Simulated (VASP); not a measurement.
# Ni (P6/mmm) in VASP: further runs

Runs on Ni. Level: PBE. Tasks: single point, relaxation of cell and atoms.

Program: VASP 6.6.1. These are calculated values, not measurements. Logs are shortened: lines on timing, memory, paths and dates and some standing lists are left out, and cuts for length are marked.

### Step 1. The cell of the first run

Symmetry: P6/mmm, No. 191, hexagonal system. The conventional cell has a = 3.987 Å, b = 3.987 Å, c = 2.422 Å, α = 90.00°, β = 90.00°, γ = 120.00°. Within 3.2 Å of Ni (site symmetry 6/mmm) lie 14 Ni at 2.42 to 2.60 Å. Within 3.0 Å of Ni (site symmetry -6m2) lie 11 Ni at 2.30 to 2.60 Å.

### Step 2. Single point, PBE, collinear spin, ferromagnetic start

INCAR

```
SYSTEM = Ni
PREC = Accurate
ENCUT = 520
EDIFF = 1E-6
ISMEAR = 0
SIGMA = 0.1
LREAL = .False.
LASPH = .True.
NELM = 150
ALGO = Normal
ISIF = 2
LWAVE = .False.
LCHARG = .True.
ISPIN = 2
MAGMOM = 0.78 0.85 0.85
LORBIT = 11
LMAXMIX = 4
GGA = PE
LELF = .True.
LVHAR = .True.
NBANDS = 26
```

KPOINTS

```
Automatic mesh
0
Gamma
  6 6 6
  0 0 0
```

POSCAR

```
Ni
1.0
    3.9868313007      0.0000000000      0.0000000000
   -1.9934156504      3.4526971870      0.0000000000
    0.0000000000      0.0000000000      2.4223499442
Ni
3
Direct
    0.0000000000      0.0000000000      0.0000000000
    0.3333333333      0.6666666667      0.5000000000
    0.6666666667      0.3333333333      0.5000000000
```

Potentials or basis: VASP PAW PBE potentials, release 64 (Ni).

Launch:

```bash
$ cat potpaw_PBE.64/Ni/POTCAR > POTCAR
$ mpirun -np 1 vasp_std > vasp.out
```

OUTCAR:

```text
SYSTEM = Ni
   PREC = Accurate
   ENCUT = 520
   EDIFF = 1E-6
   ISMEAR = 0
   LREAL = .False.
   LASPH = .True.
   NELM = 150
   ISIF = 2
   ISPIN = 2
   LORBIT = 11
   GGA = PE

 ion  position               nearest neighbor table
   1  0.000  0.000  0.000-   2 2.60   3 2.60   2 2.60   3 2.60   3 2.60   3 2.60   2 2.60   2 2.60
                             3 2.60   3 2.60   2 2.60   2 2.60
   2  0.333  0.667  0.500-   3 2.30   3 2.30   3 2.30   1 2.60   1 2.60   1 2.60   1 2.60   1 2.60
                             1 2.60
   3  0.667  0.333  0.500-   2 2.30   2 2.30   2 2.30   1 2.60   1 2.60   1 2.60   1 2.60   1 2.60
                             1 2.60

  LATTYP: Found a hexagonal cell.
 ALAT       =     3.9868313007
 C/A-ratio  =     0.6075877712

  Lattice vectors:

 A1 = (   3.9868313007,   0.0000000000,   0.0000000000)
 A2 = (  -1.9934156504,   3.4526971870,   0.0000000000)
 A3 = (   0.0000000000,   0.0000000000,   2.4223499442)

Analysis of symmetry for initial positions (statically):
=====================================================================
 Subroutine PRICEL returns:
 Original cell was already a primitive cell.

 Routine SETGRP: Setting up the symmetry group for a
 hexagonal supercell.

 Subroutine GETGRP returns: Found 24 space group operations
 (whereof 24 operations were pure point group operations)
 out of a pool of 24 trial point group operations.

The static configuration has the point symmetry D_6h.

Analysis of symmetry for dynamics (positions and initial velocities):
=====================================================================
 Subroutine PRICEL returns:
 Original cell was already a primitive cell.

 Routine SETGRP: Setting up the symmetry group for a
 hexagonal supercell.

 Subroutine GETGRP returns: Found 24 space group operations
 (whereof 24 operations were pure point group operations)
 out of a pool of 24 trial point group operations.

The dynamic configuration has the point symmetry D_6h.

Analysis of structural, dynamic, and magnetic symmetry:
=====================================================================
 Subroutine PRICEL returns:
 Original cell was already a primitive cell.

 Routine SETGRP: Setting up the symmetry group for a
 hexagonal supercell.

 Subroutine GETGRP returns: Found 24 space group operations
 (whereof 24 operations were pure point group operations)
 out of a pool of 24 trial point group operations.

The overall configuration has the point symmetry D_6h.

 Subroutine INISYM returns: Found 24 space group operations
 (whereof 24 operations are pure point group operations),
 and found     1 'primitive' translations

----------------------------------------------------------------------------------------

                                     Primitive cell

  volume of cell :      33.3444

  direct lattice vectors                    reciprocal lattice vectors
     3.986831301  0.000000000  0.000000000     0.250825762  0.144814321  0.000000000
    -1.993415650  3.452697187  0.000000000     0.000000000  0.289628643  0.000000000
     0.000000000  0.000000000  2.422349944     0.000000000  0.000000000  0.412822269

  length of vectors
     3.986831301  3.986831301  2.422349944     0.289628643  0.289628643  0.412822269

  position of ions in fractional coordinates (direct lattice)
     0.000000000  0.000000000  0.000000000
     0.333333333  0.666666667  0.500000000
     0.666666667  0.333333333  0.500000000

  ion indices of the primitive-cell ions
   primitive index   ion index
                 1           1
                 2           2
                 3           3

----------------------------------------------------------------------------------------

 KPOINTS: Automatic mesh

Automatic generation of k-mesh.
 Grid dimensions read from file:
 generate k-points for:    6    6    6

 Generating k-lattice:

  Cartesian coordinates                     Fractional coordinates (reciprocal lattice)
     0.041804294  0.024135720  0.000000000     0.166666667 -0.000000000  0.000000000
     0.000000000  0.048271440  0.000000000     0.000000000  0.166666667  0.000000000
     0.000000000  0.000000000  0.068803711     0.000000000  0.000000000  0.166666667

  Length of vectors
     0.048271440  0.048271440  0.068803711

  Shift w.r.t. Gamma in fractional coordinates (k-lattice)
     0.000000000  0.000000000  0.000000000

 Subroutine IBZKPT returns following result:
 ===========================================

 Found     28 irreducible k-points:

 Following reciprocal coordinates:
            Coordinates               Weight
  0.000000  0.000000  0.000000      1.000000
  0.166667  0.000000  0.000000      6.000000
  0.333333  0.000000  0.000000      6.000000
  0.500000  0.000000  0.000000      3.000000
  0.166667  0.166667  0.000000      6.000000
  0.333333  0.166667  0.000000     12.000000
[... 16 lines left out ...]
  0.166667  0.000000  0.500000      6.000000
  0.333333  0.000000  0.500000      6.000000
 [... further k-points ...]
   k-points           NKPTS =     28   k-points in BZ     NKDIM =     28   number of bands    NBANDS=     26
   number of dos      NEDOS =    301   number of ions     NIONS =      3
   total plane-waves  NPLWV =  16200
   dimension x,y,z NGX =    30 NGY =   30 NGZ =   18
   dimension x,y,z NGXF=    60 NGYF=   60 NGZF=   36
   ions per type =               3
   NGX,Y,Z   is equivalent  to a cutoff of  12.51, 12.51, 12.35 a.u.
   NGXF,Y,Z  is equivalent  to a cutoff of  25.02, 25.02, 24.71 a.u.
 SYSTEM =  Ni
   PREC   = accura    normal or accurate (medium, high low for compatibility)
   ISTART =      0    job   : 0-new  1-cont  2-samecut
   ICHARG =      2    charge: 1-file 2-atom 10-const
   ISPIN  =      2    spin polarized calculation?
   LNONCOLLINEAR =      F non collinear calculations
   LSORBIT =      F    spin-orbit coupling
   LASPH  =      T    aspherical Exc in radial PAW
   ENCUT  =  520.0 eV  38.22 Ry    6.18 a.u.   7.41  7.41  4.50*2*pi/ulx,y,z
   NELM   =    150;   NELMIN=  2; NELMDL= -5     # of ELM steps
   EDIFF  = 0.1E-05   stopping-criterion for ELM
   LREAL  =      F    real-space projection
   EDIFFG = 0.1E-04   stopping-criterion for IOM
   NSW    =      0    number of steps for IOM
   IBRION =     -1    ionic relax: 0-MD 1-quasi-New 2-CG
   NFREE  =      0    steps in history (QN), initial steepest desc. (CG)
   ISIF   =      2    stress and relaxation
   ISYM   =      2    0-nonsym 1-usesym 2-fastsym
   POTIM  = 0.5000    time-step for ionic-motion
   TEBEG  =    0.0;   TEEND  =   0.0 temperature during run
   PSTRESS=    0.0 pullay stress
   NELECT =      30.0000    total number of electrons
   NUPDOWN=      -1.0000    fix difference up-down
   EMIN   =  10.00;   EMAX   =-10.00  energy-range for DOS
[... 5 lines left out ...]
     AMIX     =   0.40;   BMIX     =  1.00
     AMIX_MAG =   1.60;   BMIX_MAG =  1.00
  volume/ion in A,a.u.               =      11.11        75.01
  Fermi-wavevector in a.u.,A,eV,Ry     =   1.580426  2.986572 33.983903  2.497746
  Thomas-Fermi vector in A             =   2.680655
   LORBIT       =     11    0 simple, 1 ext, 2 COOP (PROOUT), +10 PAW based schemes
   GGA     = PE    functional components
   LHFCALC =     F    Hartree Fock is set to
   AEXX    =    0.0000 exact exchange contribution
   IVDW    =     0    specifies the selected vdW correction
   LEPSILON=     F    determine dielectric tensor
   LRPA    =     F    only Hartree local field effects (RPA)
 spin polarized calculation
 Gauss-broadening in eV      SIGMA  =   0.10
  energy-cutoff  :      520.00
  volume of cell :       33.34
 maximum number of plane-waves:       927
 NGX is ok and might be reduce to    30

 number of electron      30.0000004 magnetization       1.9264030

 Free energy of the ion-electron system (eV)
  ---------------------------------------------------
  ext. energy  EPLUGINS =         0.00000000
  ---------------------------------------------------
  free energy    TOTEN  =       -16.05076298 eV

  energy without entropy =      -16.01738415  energy(sigma->0) =      -16.03407357

 E-fermi :   9.0632     XC(G=0): -13.1201

 val. band max:        9.0577522138   @ k =   0.5000   0.0000   0.0000
 cond. band min:       9.0693320846   @ k =   0.5000   0.0000   0.0000
 fundamental gap:      0.0115798708
 Fermi energy:         9.0631501029

 spin component 1

 k-point     1 :       0.0000    0.0000    0.0000
  band No.  band energies     occupation
      1       0.2206      1.00000
      2       4.9571      1.00000
      3       5.9722      1.00000
      4       5.9722      1.00000
      5       5.9748      1.00000
      6       5.9748      1.00000
[... 18 lines left out ...]
     25      34.9854      0.00000
     26      35.8964      0.00000
[... 644 lines left out ...]
      4       5.4348      1.00000
      5       5.9016      1.00000
      6       5.9375      1.00000
[... 18 lines left out ...]
     25      26.7863      0.00000
     26      27.5437      0.00000

 [... further k-points ...]

 spin component 2

 k-point     1 :       0.0000    0.0000    0.0000
  band No.  band energies     occupation
      1       0.1981      1.00000
      2       5.4714      1.00000
      3       6.4724      1.00000
      4       6.4724      1.00000
      5       6.5176      1.00000
      6       6.5176      1.00000
[... 18 lines left out ...]
     25      34.8505      0.00000
     26      35.7774      0.00000
[... 644 lines left out ...]
      4       6.0237      1.00000
      5       6.3121      1.00000
      6       6.4991      1.00000
[... 18 lines left out ...]
     25      26.8086      0.00000
     26      27.6406      0.00000

 [... further k-points ...]
[... 5 lines left out ...]
  --------------------------------------------------------------------------------------
  -------------------------------------------------------------------------------------
  Total       -0.0127276     -0.0127276      0.0339576      0.0000000     -0.0000000     -0.0000000
  in kB       -0.6115521     -0.6115521      1.6316411      0.0000000     -0.0000000     -0.0000000
  external PRESSURE =       0.1361790 kB  Pullay stress =       0.0000000 kB

 VOLUME and BASIS-vectors are now :
 -----------------------------------------------------------------------------
  energy-cutoff  :      520.00
  volume of cell :       33.34
      direct lattice vectors                 reciprocal lattice vectors
     3.986831301  0.000000000  0.000000000     0.250825762  0.144814321  0.000000000
    -1.993415650  3.452697187  0.000000000     0.000000000  0.289628643  0.000000000
     0.000000000  0.000000000  2.422349944     0.000000000  0.000000000  0.412822269

 POSITION                                       TOTAL-FORCE (eV/Angst)
 -----------------------------------------------------------------------------------
      0.00000      0.00000      0.00000         0.000000      0.000000      0.000000
     -0.00000      2.30180      1.21117        -0.000000     -0.000000     -0.000000
      1.99342      1.15090      1.21117         0.000000      0.000000      0.000000
 -----------------------------------------------------------------------------------
    total drift:                               -0.000000      0.000000      0.000000

  FREE ENERGIE OF THE ION-ELECTRON SYSTEM (eV)
  ---------------------------------------------------
  free  energy   TOTEN  =       -16.0507629825 eV

  energy  without entropy=      -16.0173841520  energy(sigma->0) =      -16.03407357

 total charge

# of ion       s       p       d       tot
------------------------------------------
    1        0.471   0.463   8.299   9.232
    2        0.505   0.488   8.329   9.322
    3        0.505   0.488   8.329   9.322
--------------------------------------------------
tot          1.480   1.439  24.957  27.876

 magnetization (x)

# of ion       s       p       d       tot
------------------------------------------
    1       -0.004  -0.022   0.645   0.620
    2       -0.005  -0.021   0.696   0.670
    3       -0.005  -0.021   0.696   0.670
--------------------------------------------------
tot         -0.013  -0.065   2.037   1.959
```

Wall time 57 s (1 thread of Intel Xeon Platinum 8259CL at 2.50GHz (Skylake/Cascade Lake), shared host); peak memory 0.17 GiB.

Results:

- Free energy: -16.0508 eV
- Pressure: 0.0 GPa
- Net moment: 1.93 μB per cell
- Site moments: Ni +0.62, +0.67 μB
- Valence electrons inside the program's atomic spheres: Ni 9.23, 9.32

Levels at points of the mesh, in eV from the Fermi level:
Spin up:
```csv
k point,band 13,band 14,band 15,band 16,band 17,band 18,band 19,band 20
"(0.00, 0.00, 0.00)",-1.50,-1.50,-0.45,-0.45,6.01,6.01,6.04,6.04
"(0.50, 0.00, 0.00)",-0.75,-0.74,-0.69,-0.69,-0.51,0.15,6.13,15.46
"(0.00, 0.00, 0.50)",-0.73,-0.73,-0.08,0.89,1.62,9.79,10.10,10.10
"(0.50, 0.00, 0.50)",-0.73,-0.50,-0.32,1.75,1.77,5.00,5.39,8.30
```
Spin down:
```tsv
k point	band 12	band 13	band 14	band 15	band 16	band 17
(0.00, 0.00, 0.00)	-0.85	-0.81	-0.81	0.28	0.28	6.27
(0.50, 0.00, 0.00)	-0.26	-0.03	-0.01	0.01	0.10	0.11
(0.00, 0.00, 0.50)	-0.11	0.08	0.08	0.74	1.38	2.17
(0.50, 0.00, 0.50)	-0.25	-0.03	0.15	0.51	1.92	2.15
```

Caveat: the k points lie up to 0.43 Å⁻¹ apart.

### Step 3. Relaxation of cell and atoms, PBE, collinear spin, ferromagnetic start

This run uses another cell than the first one, of 12.31 Å³/atom, 1.108 times its volume.

INCAR

```
  ALGO = Normal
  EDIFF = 1E-6
  EDIFFG = -0.04
  ENCUT = 600
  GGA = PE
  IBRION = 2
  ISIF = 3
  ISMEAR = 0
  ISPIN = 2
  LASPH = True
  LCHARG = False
  LMAXMIX = 4
  LORBIT = 11
  LREAL = False
  LWAVE = False
  MAGMOM = 0.78 0.85 0.85
  NELM = 150
  NSW = 90
  PREC = Accurate
  SIGMA = 0.1
```

KPOINTS

```
k-points
0
Gamma
  6 6 6
```

POSCAR

```
Ni
1.0
    4.1129699552      0.0000000000      0.0000000000
   -2.0564849776      3.5619364662      0.0000000000
    0.0000000000      0.0000000000      2.5214294073
Ni
3
Direct
    0.0000000000      0.0000000000      0.0000000000
    0.3333333333      0.6666666667      0.5000000000
    0.6666666667      0.3333333333      0.5000000000
```

Potentials or basis: VASP PAW PBE potentials, release 64 (Ni).

Launch:

```bash
$ cat potpaw_PBE.64/Ni/POTCAR > POTCAR
$ mpirun -np 1 vasp_std > vasp.out
```

Wall time 3.4 min (1 thread of Intel Xeon Platinum 8259CL at 2.50GHz (Skylake/Cascade Lake), shared host); peak memory 0.2 GiB.

Results (log left out):

```yaml
Free_energy: -16.0518 eV
Relaxed_volume: 11.10 Å³/atom
Relaxed_cell: a = 3.983 Å, b = 3.983 Å, c = 2.423 Å, α = 90.00°, β = 90.00°, γ = 120.00°
Space_group_after_relaxing_to_0.05_Å: P6/mmm (No. 191)
Energy_gained_by_relaxing: 61.8 meV/atom
Ionic_steps: 5
Pressure_after_relaxing: 0.3 GPa
Net_moment: 1.92 μB per cell
Site_moments: Ni +0.62, +0.67 μB
Valence_electrons_inside_the_program's_atomic_spheres: Ni 9.23, 9.32
```

Stress tensor (GPa, compression positive):
```
0.36 0.00 0.00
0.00 0.36 0.00
0.00 0.00 0.23
```

Step by step:
| step | energy change (eV) | largest force (eV/Å) | pressure (GPa) | volume (Å³) |
| --- | --- | --- | --- | --- |
| 1 | 0.0000 | 0.0000 | -14.87 | 36.94 |
| 2 | -0.0904 | 0.0000 | 14.83 | 31.16 |
| 3 | -0.1849 | 0.0000 | -0.03 | 33.36 |
| 4 | -0.1849 | 0.0000 | 0.38 | 33.30 |
| 5 | -0.1855 | 0.0000 | 0.32 | 33.29 |

Final structure:
```
Ni
1.0
     3.98337    0.00000    0.00000
    -1.99168    3.44970    0.00000
     0.00000    0.00000    2.42259
Ni
3
Cartesian
  0.0000 0.0000 0.0000
  0.0000 2.2998 1.2113
  1.9917 1.1499 1.2113
```

Levels at points of the mesh, in eV from the Fermi level:
Spin up:
```
           k point  band 12  band 13  band 14  band 15  band 16  band 17  band 18  band 19  band 20
(0.00, 0.00, 0.00)    -1.51    -1.51    -1.51    -0.45    -0.45     6.02     6.02     6.05     6.05
(0.50, 0.00, 0.00)    -0.94    -0.75    -0.74    -0.69    -0.69    -0.51     0.16     6.15    15.49
(0.00, 0.00, 0.50)    -0.81    -0.73    -0.73    -0.08     0.89     1.62     9.80    10.11    10.11
(0.50, 0.00, 0.50)    -1.07    -0.73    -0.50    -0.32     1.74     1.76     5.00     5.39     8.31
```
Spin down:
```tsv
k point	band 10	band 11	band 12	band 13	band 14	band 15	band 16	band 17	band 18	band 19
(0.00, 0.00, 0.00)	-1.35	-0.85	-0.85	-0.81	-0.81	0.28	0.28	6.29	6.29	6.29
(0.50, 0.00, 0.00)	-0.75	-0.73	-0.26	-0.03	-0.01	0.00	0.10	0.11	0.30	6.53
(0.00, 0.00, 0.50)	-1.36	-0.11	-0.11	0.08	0.08	0.74	1.38	2.17	9.83	10.19
(0.50, 0.00, 0.50)	-0.95	-0.72	-0.25	-0.03	0.15	0.51	1.92	2.15	5.28	5.78
```

Caveat: the k points lie up to 0.43 Å⁻¹ apart in the final cell.

### Step 4. Single point, PBE, collinear spin, ferromagnetic start

This run uses another cell than the first one: it holds 1 atom, not 3.

INCAR

```
ALGO = Normal ; EDIFF = 1E-6
ENCUT = 520 ; GGA = PE
ISIF = 2 ; ISMEAR = 0
ISPIN = 2 ; LASPH = True
LCHARG = False ; LMAXMIX = 4
LORBIT = 11 ; LREAL = False
LWAVE = False ; MAGMOM = 0.56
NBANDS = 15 ; NELM = 150
PREC = Accurate ; SIGMA = 0.1
```

KPOINTS

```
k-points
0
Gamma
  10 10 6
```

POSCAR

```
Ni
1.0
    1.2037643070     -2.0849866899      0.0000000000
    1.2037643070      2.0849866899      0.0000000000
    0.0000000000      0.0000000000      2.3454876957
Ni
1
Direct
    0.0000000000      0.0000000000      0.0000000000
```

Launch:

```bash
$ cat potpaw_PBE.64/Ni/POTCAR > POTCAR
$ mpirun -np 1 vasp_std > vasp.out
```

Run time: 12 s. Hardware: 1 thread of Intel Xeon Platinum 8375C at 2.90GHz (Ice Lake), shared host; peak memory 0.13 GiB.

It converged, with:

```
Free energy                                           : -5.0574 eV
Pressure                                              : 0.0 GPa
Net moment                                            : 0.28 μB per cell
Site moments                                          : Ni +0.29 μB
Valence electrons inside the program's atomic spheres : Ni 9.29
```

Stress tensor (GPa, compression positive):
```
 0.03  0.00  0.00
 0.00  0.03  0.00
 0.00  0.00 -0.17
```

Levels at points of the mesh, in eV from the Fermi level:
Spin up:
```
           k point  band 1  band 2  band 3  band 4  band 5  band 6  band 7  band 8  band 9  band 10
(0.00, 0.00, 0.00)   -8.30   -3.37   -1.93   -1.93   -0.10   -0.10   18.64   23.76   23.79    26.74
(0.50, 0.00, 0.00)   -4.26   -2.80   -1.24   -0.33   -0.03    0.04    5.54   17.24   22.76    25.88
(0.00, 0.00, 0.50)   -4.24   -1.69   -1.69   -1.34   -0.97   -0.97    3.63   28.40   31.23    31.30
(0.50, 0.00, 0.50)   -3.95   -3.33   -1.43    0.11    0.57    6.04    6.92   12.66   13.39    23.56
```
Spin down:
```tsv
k point	band 3	band 4	band 5	band 6	band 7	band 8
(0.00, 0.00, 0.00)	-1.63	-1.63	0.30	0.30	18.65	23.71
(0.50, 0.00, 0.00)	-0.88	-0.06	0.06	0.38	5.69	17.25
(0.00, 0.00, 0.50)	-1.38	-1.38	-0.60	-0.60	3.78	28.34
(0.50, 0.00, 0.50)	-1.08	0.45	0.81	6.03	6.91	12.74
```

Caveat: the k points lie up to 0.45 Å⁻¹ apart.

[end of part 1 of 2]
